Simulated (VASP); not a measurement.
Here is a VASP 6.6.1 calculation.

The input INCAR:

```
ALGO = Normal
EDIFF = 1E-7
ENCUT = 520
ISIF = 2
ISMEAR = -1
LASPH = True
LCHARG = False
LREAL = False
LWAVE = False
NBANDS = 19
NELM = 60
PREC = Accurate
SIGMA = 0.1
```

File KPOINTS:

```
k-points
0
Gamma
  10 10 5
```

The input POSCAR:

```
Cd
1.0
    2.9161080223      0.0000000000      0.0000000000
   -1.4580540111      2.5254236275      0.0000000000
    0.0000000000      0.0000000000      5.4221014889
Cd
2
Direct
    0.3333333333      0.6666666667      0.2500000000
    0.6666666667      0.3333333333      0.7500000000
```

Potentials or basis: VASP PAW LDA potentials, release 64 (Cd).

Run with:

```console
$ cat potpaw_LDA.64/Cd/POTCAR > POTCAR
$ mpirun -np 1 vasp_std > vasp.out
```

**Question.** Predict the pressure.

**Answer.** 0.7 GPa.

**Question.** Estimate the band gap on the k mesh.

**Answer.** Zero (bands 12 and 13 overlap by 3.89 eV).

Stress tensor (GPa, compression positive):
```
0.82 0.00 0.00
0.00 0.82 0.00
0.00 0.00 0.45
```
